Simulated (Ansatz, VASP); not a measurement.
## One calculation of SnS2, two programs

```
Sn S
1.0
     3.66413    0.00000    0.00000
    -1.83207    3.17323    0.00000
     0.00000    0.00000    6.00447
Sn S
1 2
Direct
  0.00000 0.00000 0.00000
  0.33333 0.66667 0.24339
  0.66667 0.33333 0.75661
```

Alike in both runs: functional r2SCAN; dispersion D4; k mesh 6 × 6 × 4; no spin polarisation.

Ansatz relaxed the structure, and its values are those at the end. VASP's run is a single point on that final structure, the one shown.

|  | VASP | Ansatz |
| --- | --- | --- |
| version | VASP 6.6.1 | Ansatz 0.2.0 |
| potentials or method | VASP PAW PBE potentials, release 64 (Sn_d, S) | plane waves, PAW |
| plane-wave cutoff (eV) | 550 | 500 |
| occupations | gaussian, width 0.01 eV | fixed |
| valence electrons in the cell | 26 | 26 |

VASP gave:

| Item | Value |
| --- | --- |
| pressure (GPa) | -0.1 |

Task: Estimate Ansatz's values.

Result: Pressure (GPa): 0.0.

VASP's potentials were made for PBE, not for r2SCAN.
